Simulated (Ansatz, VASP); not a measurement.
Two plane-wave programs on CsBe3Ag

```
Cs Be Ag
1.0
     4.43590    0.00000    0.00000
     0.00000    4.43590    0.00000
     0.00000    0.00000    6.94903
Cs Be Ag
1 3 1
Direct
  0.00000 0.00000 0.00000
  0.00000 0.50000 0.50000
  0.50000 0.00000 0.50000
  0.50000 0.50000 0.50000
  0.00000 0.00000 0.50000
```

Alike in both runs: functional PBE; k mesh 8 × 8 × 6; occupations gaussian, width 0.1 eV; no spin polarisation.

Ansatz relaxed the structure, and its values are those at the end. VASP's run is a single point on that final structure, the one shown.

```csv
,VASP,Ansatz
version,VASP 6.6.1,Ansatz 0.2.0
potentials or method,"VASP PAW PBE potentials, release 64 (Cs_sv, Be, Ag), cutoff 520 eV","scalar-relativistic, plane waves, PAW"
valence electrons in the cell,26,34
```

|  | VASP | Ansatz | Ansatz less VASP |
| --- | --- | --- | --- |
| gap on the k mesh at the Fermi level (eV) | none | none | - |
| pressure (GPa) | 0.0 | 0.0 | -0.01 |

A gap of «none» marks a metal or a gap that the smearing closes. With one functional, cell and mesh, what is left measures potentials, basis and numerics. VASP's potentials hold 26 valence electrons a cell and Ansatz's 34, so a difference there can come from the potentials and not from the codes.

Spin-orbit coupling is off throughout.
